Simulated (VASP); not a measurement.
# MgO (I4mm) in VASP: notebook, part 2 of 2

VASP 6.6.1. Earlier steps stand in the parts before.

### 3 Single point, PBEsol (all O atoms moved +0.037 Å, as atom 2 along Cartesian [0 0 1])

Input file INCAR:

```
  ALGO = Normal
  EDIFF = 1E-7
  ENCUT = 520
  GGA = PS
  ISIF = 2
  ISMEAR = 0
  LASPH = T
  LCHARG = F
  LREAL = F
  LWAVE = F
  NBANDS = 11
  NELM = 60
  PREC = Accurate
  SIGMA = 0.05
```

Input file KPOINTS:

```
k-points
0
Gamma
  10 10 10
```

Input file POSCAR:

```
MgO
1.0
    0.0000000000      2.1351500000      2.1351500000
    2.1351500000      0.0000000000      2.1351500000
    2.1351500000      2.1351500000      0.0000000000
Mg O
1 1
Direct
    0.0000000000      0.0000000000      0.0000000000
    0.5087815844      0.5087815844      0.4912184156
```

Potentials or basis: VASP PAW PBE potentials, release 64 (Mg, O).

The run is started by

```
$ cat potpaw_PBE.64/Mg/POTCAR potpaw_PBE.64/O/POTCAR > POTCAR
$ mpirun -np 1 vasp_std > vasp.out
```

OUTCAR:

```text
EDIFF = 1E-7
   ENCUT = 520
   GGA = PS
   ISIF = 2
   ISMEAR = 0
   LASPH = T
   LREAL = F
   NELM = 60
   PREC = Accurate

 ion  position               nearest neighbor table
   1  0.000  0.000  0.000-   2 2.10   2 2.14   2 2.14   2 2.14   2 2.14   2 2.17
   2  0.509  0.509  0.491-   1 2.10   1 2.14   1 2.14   1 2.14   1 2.14   1 2.17

  LATTYP: Found a face centered cubic cell.
 ALAT       =     4.2703000000

  Lattice vectors:

 A1 = (   0.0000000000,   2.1351500000,   2.1351500000)
 A2 = (   2.1351500000,   0.0000000000,   2.1351500000)
 A3 = (   2.1351500000,   2.1351500000,   0.0000000000)

Analysis of symmetry for initial positions (statically):
=====================================================================
 Subroutine PRICEL returns:
 Original cell was already a primitive cell.

 Routine SETGRP: Setting up the symmetry group for a
 face centered cubic supercell.

 Subroutine GETGRP returns: Found  8 space group operations
 (whereof  8 operations were pure point group operations)
 out of a pool of 48 trial point group operations.

The static configuration has the point symmetry C_4v.

Analysis of symmetry for dynamics (positions and initial velocities):
=====================================================================
 Subroutine PRICEL returns:
 Original cell was already a primitive cell.

 Routine SETGRP: Setting up the symmetry group for a
 face centered cubic supercell.

 Subroutine GETGRP returns: Found  8 space group operations
 (whereof  8 operations were pure point group operations)
 out of a pool of 48 trial point group operations.

The dynamic configuration has the point symmetry C_4v.

 Subroutine INISYM returns: Found  8 space group operations
 (whereof  8 operations are pure point group operations),
 and found     1 'primitive' translations

----------------------------------------------------------------------------------------

                                     Primitive cell

  volume of cell :      19.4677

  direct lattice vectors                    reciprocal lattice vectors
     0.000000000  2.135150000  2.135150000    -0.234175585  0.234175585  0.234175585
     2.135150000  0.000000000  2.135150000     0.234175585 -0.234175585  0.234175585
     2.135150000  2.135150000  0.000000000     0.234175585  0.234175585 -0.234175585

  length of vectors
     3.019558088  3.019558088  3.019558088     0.405604011  0.405604011  0.405604011

  position of ions in fractional coordinates (direct lattice)
     0.000000000  0.000000000  0.000000000
     0.508781584  0.508781584  0.491218416

  ion indices of the primitive-cell ions
   primitive index   ion index
                 1           1
                 2           2

----------------------------------------------------------------------------------------

 KPOINTS: k-points

Automatic generation of k-mesh.
 Grid dimensions read from file:
 generate k-points for:   10   10   10

 Generating k-lattice:

  Cartesian coordinates                     Fractional coordinates (reciprocal lattice)
    -0.023417558  0.023417558  0.023417558     0.100000000  0.000000000  0.000000000
     0.023417558 -0.023417558  0.023417558     0.000000000  0.100000000  0.000000000
     0.023417558  0.023417558 -0.023417558     0.000000000  0.000000000  0.100000000

  Length of vectors
     0.040560401  0.040560401  0.040560401

  Shift w.r.t. Gamma in fractional coordinates (k-lattice)
     0.000000000  0.000000000  0.000000000

 Subroutine IBZKPT returns following result:
 ===========================================

 Found    102 irreducible k-points:

 Following reciprocal coordinates:
            Coordinates               Weight
  0.000000  0.000000  0.000000      1.000000
  0.100000  0.000000  0.000000      8.000000
  0.200000  0.000000  0.000000      8.000000
  0.300000  0.000000  0.000000      8.000000
  0.400000  0.000000  0.000000      8.000000
  0.500000  0.000000  0.000000      4.000000
[... 16 lines left out ...]
 -0.100000  0.100000  0.000000      4.000000
  0.000000 -0.100000  0.100000      8.000000
 [... further k-points ...]
   k-points           NKPTS =    102   k-points in BZ     NKDIM =    102   number of bands    NBANDS=     11
   number of dos      NEDOS =    301   number of ions     NIONS =      2
   total plane-waves  NPLWV =  13824
   dimension x,y,z NGX =    24 NGY =   24 NGZ =   24
   dimension x,y,z NGXF=    48 NGYF=   48 NGZF=   48
   ions per type =               1   1
   NGX,Y,Z   is equivalent  to a cutoff of  13.21, 13.21, 13.21 a.u.
   NGXF,Y,Z  is equivalent  to a cutoff of  26.43, 26.43, 26.43 a.u.
 SYSTEM =  unknown system
   PREC   = accura    normal or accurate (medium, high low for compatibility)
   ISTART =      0    job   : 0-new  1-cont  2-samecut
   ICHARG =      2    charge: 1-file 2-atom 10-const
   ISPIN  =      1    spin polarized calculation?
   LNONCOLLINEAR =      F non collinear calculations
   LSORBIT =      F    spin-orbit coupling
   LASPH  =      T    aspherical Exc in radial PAW
   ENCUT  =  520.0 eV  38.22 Ry    6.18 a.u.   5.61  5.61  5.61*2*pi/ulx,y,z
   NELM   =     60;   NELMIN=  2; NELMDL= -5     # of ELM steps
   EDIFF  = 0.1E-06   stopping-criterion for ELM
   LREAL  =      F    real-space projection
   EDIFFG = 0.1E-05   stopping-criterion for IOM
   NSW    =      0    number of steps for IOM
   IBRION =     -1    ionic relax: 0-MD 1-quasi-New 2-CG
   NFREE  =      0    steps in history (QN), initial steepest desc. (CG)
   ISIF   =      2    stress and relaxation
   ISYM   =      2    0-nonsym 1-usesym 2-fastsym
   POTIM  = 0.5000    time-step for ionic-motion
   TEBEG  =    0.0;   TEEND  =   0.0 temperature during run
   PSTRESS=    0.0 pullay stress
   NELECT =       8.0000    total number of electrons
   NUPDOWN=      -1.0000    fix difference up-down
   EMIN   =  10.00;   EMAX   =-10.00  energy-range for DOS
   EFERMI =   0.00;   METHOD = LEGACY
   ISMEAR =     0;   SIGMA  =   0.05  broadening in eV -4-tet -1-fermi 0-gaus
   EFERMI_NEDOS =   21; number of points for ismear=-14 and -15
   IALGO  =     38    algorithm
   IMIX   =      4    mixing-type and parameters
     AMIX     =   0.40;   BMIX     =  1.00
     AMIX_MAG =   1.60;   BMIX_MAG =  1.00
  volume/ion in A,a.u.               =       9.73        65.69
  Fermi-wavevector in a.u.,A,eV,Ry     =   1.217119  2.300022 20.155386  1.481379
  Thomas-Fermi vector in A             =   2.352450
   LORBIT       =      0    0 simple, 1 ext, 2 COOP (PROOUT), +10 PAW based schemes
   GGA     = PS    functional components
   LHFCALC =     F    Hartree Fock is set to
   AEXX    =    0.0000 exact exchange contribution
   IVDW    =     0    specifies the selected vdW correction
   LEPSILON=     F    determine dielectric tensor
   LRPA    =     F    only Hartree local field effects (RPA)
 non-spin polarized calculation
 Gauss-broadening in eV      SIGMA  =   0.05
  energy-cutoff  :      520.00
  volume of cell :       19.47
 maximum number of plane-waves:       544
   NGX = 11   NGY = 11   NGZ = 11

 number of electron       8.0000000 magnetization

 Free energy of the ion-electron system (eV)
  ---------------------------------------------------
  ext. energy  EPLUGINS =         0.00000000
  ---------------------------------------------------
  free energy    TOTEN  =       -12.49372829 eV

  energy without entropy =      -12.49372829  energy(sigma->0) =      -12.49372829

 E-fermi :   3.0336     XC(G=0): -11.1122

 val. band max:        2.7637989578   @ k =   0.0000   0.0000   0.0000
 cond. band min:       7.0106752696   @ k =   0.0000   0.0000   0.0000
 fundamental gap:      4.2468763117
 Fermi energy:         3.0336389060

 k-point     1 :       0.0000    0.0000    0.0000
  band No.  band energies     occupation
      1     -14.2330      2.00000
      2       2.7618      2.00000
      3       2.7638      2.00000
      4       2.7638      2.00000
      5       7.0107      0.00000
      6      18.1703      0.00000
      7      18.1731      0.00000
      8      18.1731      0.00000
      9      21.9009      0.00000
     10      23.7406      0.00000
     11      23.7436      0.00000
[... 309 lines left out ...]
 k-point    24 :       0.0000   -0.1000    0.1000
  band No.  band energies     occupation
      1     -13.9750      2.00000
      2       1.3965      2.00000
      3       2.4421      2.00000
      4       2.6542      2.00000
      5       8.4494      0.00000
      6      15.8559      0.00000
      7      18.5016      0.00000
      8      18.8245      0.00000
      9      21.5944      0.00000
     10      23.0501      0.00000
     11      24.9203      0.00000

 [... further k-points ...]

------------------------ aborting loop because EDIFF is reached ----------------------------------------

  FORCE on cell =-STRESS in cart. coord.  units (eV):
  Direction    XX          YY          ZZ          XY          YZ          ZX
  --------------------------------------------------------------------------------------
  -------------------------------------------------------------------------------------
  Total       -0.7702714     -0.7702714     -0.7185357      0.0000000     -0.0000000      0.0000000
  in kB      -63.3926879    -63.3926879    -59.1348870      0.0000000     -0.0000000      0.0000000
  external PRESSURE =     -61.9734209 kB  Pullay stress =       0.0000000 kB

 VOLUME and BASIS-vectors are now :
 -----------------------------------------------------------------------------
  energy-cutoff  :      520.00
  volume of cell :       19.47
      direct lattice vectors                 reciprocal lattice vectors
     0.000000000  2.135150000  2.135150000    -0.234175585  0.234175585  0.234175585
     2.135150000  0.000000000  2.135150000     0.234175585 -0.234175585  0.234175585
     2.135150000  2.135150000  0.000000000     0.234175585  0.234175585 -0.234175585

 POSITION                                       TOTAL-FORCE (eV/Angst)
 -----------------------------------------------------------------------------------
      0.00000      0.00000      0.00000         0.000000      0.000000      0.167021
      2.13515      2.13515      2.17265         0.000000      0.000000     -0.167021
 -----------------------------------------------------------------------------------
    total drift:                               -0.000000     -0.000000     -0.000125

  FREE ENERGIE OF THE ION-ELECTRON SYSTEM (eV)
  ---------------------------------------------------
  free  energy   TOTEN  =       -12.4937282924 eV

  energy  without entropy=      -12.4937282924  energy(sigma->0) =      -12.49372829
```

It took 11 s on 1 thread of Intel Xeon 6975P-C, shared host; peak memory 0.15 GiB.

Results:

| Property | Result |
| --- | --- |
| Free energy | -12.4937 eV |
| Pressure | -6.2 GPa |
| Largest force | 0.167 eV/Å |
| Band gap on the k mesh | 4.25 eV, direct |

Forces on the atoms (eV/Å):
```
Mg   0.000  0.000  0.167
O    0.000  0.000 -0.167
```

Stress tensor (GPa, compression positive):
```
-6.34  0.00  0.00
 0.00 -6.34  0.00
 0.00  0.00 -5.91
```

Caveat: the cell differs from its parent crystal (all O atoms moved +0.037 Å, as atom 2 along Cartesian [0 0 1]); the PAW data sets were made with another functional, which shifts forces and pressure a little.

### 4 Single point, PBEsol (all O atoms moved +0.013 Å, as atom 2 along Cartesian [0 0 1])

Input file INCAR:

```
PREC = Accurate
ENCUT = 520
EDIFF = 1E-6
ISMEAR = 0
SIGMA = 0.05
LREAL = False
LASPH = True
NELM = 60
ALGO = Normal
ISIF = 2
LWAVE = False
LCHARG = True
GGA = PS
LELF = True
LVHAR = True
NBANDS = 11
```

Input file KPOINTS:

```
Automatic mesh
0
Gamma
  10 10 10
```

POSCAR, as its differences from that of step 3:

```diff
@@ -9,2 +9,2 @@
     0.0000000000      0.0000000000      0.0000000000
-    0.5087815844      0.5087815844      0.4912184156
+    0.5029271948      0.5029271948      0.4970728052
```

Potentials or basis: VASP PAW PBE potentials, release 64 (Mg, O).

The run is started by

```
$ cat potpaw_PBE.64/Mg/POTCAR potpaw_PBE.64/O/POTCAR > POTCAR
$ mpirun -np 1 vasp_std > vasp.out
```

OUTCAR:

```text
PREC = Accurate
   ENCUT = 520
   EDIFF = 1E-6
   ISMEAR = 0
   LREAL = False
   LASPH = True
   NELM = 60
   ISIF = 2
   GGA = PS

 ion  position               nearest neighbor table
   1  0.000  0.000  0.000-   2 2.12   2 2.14   2 2.14   2 2.14   2 2.14   2 2.15
   2  0.503  0.503  0.497-   1 2.12   1 2.14   1 2.14   1 2.14   1 2.14   1 2.15

  LATTYP: Found a face centered cubic cell.
 ALAT       =     4.2703000000

  Lattice vectors:

 A1 = (   0.0000000000,   2.1351500000,   2.1351500000)
 A2 = (   2.1351500000,   0.0000000000,   2.1351500000)
 A3 = (   2.1351500000,   2.1351500000,   0.0000000000)

Analysis of symmetry for initial positions (statically):
=====================================================================
 Subroutine PRICEL returns:
 Original cell was already a primitive cell.

 Routine SETGRP: Setting up the symmetry group for a
 face centered cubic supercell.

 Subroutine GETGRP returns: Found  8 space group operations
 (whereof  8 operations were pure point group operations)
 out of a pool of 48 trial point group operations.

The static configuration has the point symmetry C_4v.

Analysis of symmetry for dynamics (positions and initial velocities):
[... 173 lines left out ...]
      6      18.1683      0.00000
      7      18.1686      0.00000
      8      18.1686      0.00000
      9      21.9035      0.00000
     10      23.7398      0.00000
     11      23.7401      0.00000
[... 309 lines left out ...]
 k-point    24 :       0.0000   -0.1000    0.1000
  band No.  band energies     occupation
      1     -13.9742      2.00000
      2       1.3979      2.00000
      3       2.4431      2.00000
      4       2.6556      2.00000
      5       8.4512      0.00000
      6      15.8548      0.00000
      7      18.5022      0.00000
      8      18.8206      0.00000
      9      21.5864      0.00000
     10      23.0480      0.00000
     11      24.9234      0.00000

 [... further k-points ...]

------------------------ aborting loop because EDIFF is reached ----------------------------------------

  FORCE on cell =-STRESS in cart. coord.  units (eV):
  Direction    XX          YY          ZZ          XY          YZ          ZX
  --------------------------------------------------------------------------------------
  -------------------------------------------------------------------------------------
  Total       -0.7693739     -0.7693739     -0.7635728      0.0000000     -0.0000000      0.0000000
  in kB      -63.3188292    -63.3188292    -62.8414029      0.0000000     -0.0000000      0.0000000
  external PRESSURE =     -63.1596871 kB  Pullay stress =       0.0000000 kB

 VOLUME and BASIS-vectors are now :
 -----------------------------------------------------------------------------
  energy-cutoff  :      520.00
  volume of cell :       19.47
      direct lattice vectors                 reciprocal lattice vectors
     0.000000000  2.135150000  2.135150000    -0.234175585  0.234175585  0.234175585
     2.135150000  0.000000000  2.135150000     0.234175585 -0.234175585  0.234175585
     2.135150000  2.135150000  0.000000000     0.234175585  0.234175585 -0.234175585

 POSITION                                       TOTAL-FORCE (eV/Angst)
 -----------------------------------------------------------------------------------
      0.00000      0.00000      0.00000         0.000000      0.000000      0.055217
      2.13515      2.13515      2.14765         0.000000      0.000000     -0.055217
 -----------------------------------------------------------------------------------
    total drift:                               -0.000000     -0.000000     -0.000178

  FREE ENERGIE OF THE ION-ELECTRON SYSTEM (eV)
  ---------------------------------------------------
  free  energy   TOTEN  =       -12.4964988295 eV

  energy  without entropy=      -12.4964988295  energy(sigma->0) =      -12.49649883
```

OSZICAR:

```text
N       E                     dE             d eps       ncg     rms          rms(c)
DAV:   1     0.150024583034E+02    0.15002E+02   -0.45733E+03  2559   0.645E+02
DAV:   2    -0.132007414947E+02   -0.28203E+02   -0.27596E+02  2615   0.136E+02
DAV:   3    -0.138746923502E+02   -0.67395E+00   -0.67328E+00  2720   0.184E+01
DAV:   4    -0.138762250283E+02   -0.15327E-02   -0.15326E-02  2451   0.103E+00
DAV:   5    -0.138762299652E+02   -0.49369E-05   -0.49369E-05  2664   0.568E-02    0.663E+00
DAV:   6    -0.125355786444E+02    0.13407E+01   -0.79021E+00  2337   0.150E+01    0.226E+00
DAV:   7    -0.125108157834E+02    0.24763E-01   -0.61425E-02  2481   0.216E+00    0.131E+00
DAV:   8    -0.124969613590E+02    0.13854E-01   -0.27054E-02  2376   0.183E+00    0.242E-01
DAV:   9    -0.124966086383E+02    0.35272E-03   -0.43143E-04  2571   0.146E-01    0.150E-01
DAV:  10    -0.124964966999E+02    0.11194E-03   -0.52679E-04  2490   0.171E-01    0.530E-03
DAV:  11    -0.124964983427E+02   -0.16429E-05   -0.53841E-06  2502   0.158E-02    0.355E-03
DAV:  12    -0.124964988295E+02   -0.48672E-06   -0.97537E-08  1359   0.319E-03
   1 F= -.12496499E+02 E0= -.12496499E+02  d E =-.524777E-18
```

Wall time 11 s (1 thread of Intel Xeon 6975P-C, shared host); peak memory 0.15 GiB.

What came out:

| Item | Value |
| --- | --- |
| Free energy | -12.4965 eV |
| Pressure | -6.3 GPa |
| Largest force | 0.055 eV/Å |
| Band gap on the k mesh | 4.25 eV, direct |

Forces on the atoms (eV/Å):
```
Mg   0.000  0.000  0.055
O    0.000  0.000 -0.055
```

Levels at points of the mesh, in eV from the valence-band top:
```tsv
k point	band 1	band 2	band 3	band 4	band 5	band 6	band 7	band 8	band 9
(0.00, 0.00, 0.00)	-17.00	0.00	0.00	0.00	4.25	15.40	15.40	15.40	19.14
(0.50, 0.00, 0.00)	-15.79	-4.50	-0.62	-0.62	7.49	12.04	15.76	15.76	20.16
(0.50, 0.50, 0.00)	-15.54	-3.98	-1.31	-1.31	8.87	9.44	12.54	18.23	18.23
(0.00, 0.50, 0.50)	-15.54	-3.98	-1.31	-1.31	8.87	9.44	12.54	18.23	18.23
```

Caveat: the cell differs from its parent crystal (all O atoms moved +0.013 Å, as atom 2 along Cartesian [0 0 1]); the PAW data sets were made with another functional, which shifts forces and pressure a little.
